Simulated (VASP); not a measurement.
Crystal: SnO.

```xyz
4
Lattice="3.8137 0.0000 0.0000 0.0000 3.8137 0.0000 0.0000 0.0000 4.8869" Properties=species:S:1:pos:R:3 pbc="T T T"
Sn    1.9068    0.0000    3.7367
Sn    0.0000    1.9068    1.1503
O     0.0000    0.0000    0.0000
O     1.9068    1.9068    0.0000
```

| Property | Result |
| --- | --- |
| Program | VASP 6.6.1 |
| Task | relaxation of cell and atoms |
| Functional | revPBE |
| Potentials or basis | VASP PAW PBE potentials, release 64 (Sn_d, O) |
| Cutoff | 600 eV |
| k mesh | 7 × 7 × 6 |
| Occupations | fermi-dirac, width 0.05 eV |
| Spin | no spin polarisation |

At the start: pressure 5.6 GPa; volume 17.77 Å³/atom.

Q: How do energy, volume and symmetry change on relaxing?

A: Over 14 steps the energy falls by 23.5 meV/atom and the volume is 20.24 Å³/atom (+13.9 %); space group P4/nmm (No. 129, to 0.1 Å) before and after.

Step by step:
| step | energy change (eV) | largest force (eV/Å) | pressure (GPa) | volume (Å³) |
| --- | --- | --- | --- | --- |
| 1 | 0.0000 | 0.5901 | 5.65 | 71.08 |
| 2 | -0.0178 | 0.9829 | -3.37 | 77.71 |
| 3 | -0.0668 | 0.3050 | 0.37 | 74.52 |
| 4 | -0.0742 | 0.1926 | 0.24 | 75.20 |
| 5 | -0.0783 | 0.0382 | 0.10 | 76.19 |
| 6 | -0.0818 | 0.0271 | 0.12 | 76.57 |
| 7 | -0.0891 | 0.0073 | 0.27 | 77.71 |
| 8 | -0.0924 | 0.0796 | 0.67 | 79.96 |
| 9 | -0.0932 | 0.0742 | -0.11 | 81.16 |
| 10 | -0.0934 | 0.0229 | 0.13 | 80.75 |
| 11 | -0.0934 | 0.0306 | 0.09 | 80.82 |
| 12 | -0.0938 | 0.0142 | 0.07 | 80.88 |
| 13 | -0.0940 | 0.0116 | 0.02 | 80.97 |
| 14 | -0.0940 | 0.0072 | 0.03 | 80.97 |

Final structure:
```yaml
crystal:
  lattice:
    - [3.89897, 0.00000, 0.00000]
    - [0.00000, 3.89897, 0.00000]
    - [0.00000, 0.00000, 5.32619]
  atoms:
    - { symbol: Sn, position: [0.50000, 0.00000, 0.78095] }
    - { symbol: Sn, position: [0.00000, 0.50000, 0.21905] }
    - { symbol: O, position: [0.00000, 0.00000, 0.00000] }
    - { symbol: O, position: [0.50000, 0.50000, 0.00000] }
```

Caveat: the PAW data sets were made with another functional, which shifts forces and pressure a little.
